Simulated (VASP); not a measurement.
Write the native input for VASP 6.6.1 that does the following.

- Task: single point
- Functional: PBE
- Potentials or basis: VASP PAW PBE potentials, release 64 (Si)
- Cutoff: 500 eV
- k mesh: 6 × 6 × 6
- Occupations: gaussian, width 0.1 eV
- Spin: no spin polarisation
- Dipole correction: no
- Further INCAR settings: ALGO = Normal; EDIFF = 1e-06; NBANDS = 11

The structure of Si lies in POSCAR:

```
Si
1.0
    0.0000000000      2.7155000000      2.7155000000
    2.7155000000      0.0000000000      2.7155000000
    2.7155000000      2.7155000000      0.0000000000
Si
2
Direct
    0.0000000000      0.0000000000      0.0000000000
    0.2500000000      0.2500000000      0.2500000000
```

These files were run (other wordings do the same):

INCAR

```
ALGO = Normal ; EDIFF = 1E-6
ENCUT = 500 ; GGA = PE
GGA_COMPAT = F ; ISIF = 2
ISMEAR = 0 ; LASPH = T
LCHARG = F ; LREAL = F
LWAVE = F ; NBANDS = 11
NELM = 120 ; PREC = Accurate
SIGMA = 0.1
```

KPOINTS

```
k-points
0
Gamma
  6 6 6
```

Potentials or basis: VASP PAW PBE potentials, release 64 (Si).

The run is started by

```console
$ cat potpaw_PBE.64/Si/POTCAR > POTCAR
$ mpirun -np 1 vasp_std > vasp.out
```

It gave:

```json
{"Pressure": "2.0 GPa", "Band gap on the k mesh": "0.71 eV, indirect (least direct gap 2.56 eV)"}
```

Wall time 13 s on 1 thread of Intel Xeon 8259CL, with other jobs on the host, peak memory 0.14 GiB.
